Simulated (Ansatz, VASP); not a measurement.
CaO in VASP and in Ansatz

File INCAR:

```
SYSTEM = CaO
  ALGO = Normal
  EDIFF = 1E-6
  ENCUT = 520
  GGA = PE
  ISIF = 2
  ISMEAR = 0
  LASPH = .True.
  LCHARG = .False.
  LREAL = .False.
  LWAVE = .False.
  NBANDS = 15
  NELM = 60
  PREC = Accurate
  SIGMA = 0.05
```

File KPOINTS:

```
k-points
0
Gamma
  8 8 8
  0 0 0
```

Contents of POSCAR:

```
CaO
1.0
    0.0000000000      2.4122650000      2.4490000000
    2.4122650000      0.0000000000      2.4490000000
    2.4122650000      2.4122650000      0.0000000000
Ca O
1 1
Direct
    0.0000000000      0.0000000000      0.0000000000
    0.5000000000      0.5000000000      0.5000000000
```

Input for Ansatz:

```yaml
crystal:
  lattice:
    - [0.0, 2.412265, 2.449]
    - [2.412265, 0.0, 2.449]
    - [2.412265, 2.412265, 0.0]
  atoms:
    - { symbol: Ca, position: [0.0, 0.0, 0.0] }
    - { symbol: O, position: [0.5, 0.5, 0.5] }
basis:
  ecutwfc: 420
kpoints:
  mp_grid: { grid: [8, 8, 8] }
hamiltonian:
  xc: pbe
scf:
  occupations: { method: gaussian, width: 0.05 }
output:
  forces: true
  stress: true
  eigenvalues: true
```

Change from the starting cell: strain -0.015 along x and y, +0.000 along z, atoms carried along.

Alike in both runs: task single point; functional PBE; k mesh 8 × 8 × 8; occupations gaussian, width 0.05 eV; no spin polarisation.

|  | VASP | Ansatz |
| --- | --- | --- |
| version | VASP 6.6.1 | Ansatz 0.2.0 |
| potentials or method | VASP PAW PBE potentials, release 64 (Ca_sv, O), cutoff 520 eV | scalar-relativistic, plane waves, PAW |
| valence electrons in the cell | 16 | 16 |

|  | VASP | Ansatz | Ansatz less VASP |
| --- | --- | --- | --- |
| gap on the k mesh at the Fermi level (eV) | 3.62 | 3.63 | +0.019 |
| least direct gap on the mesh (eV) | 4.01 | 4.02 | +0.018 |
| pressure (GPa) | -0.6 | -1.1 | -0.51 |
| traceless stress, the component that is largest in VASP (GPa) | -1.38 | -1.32 | +0.066 |
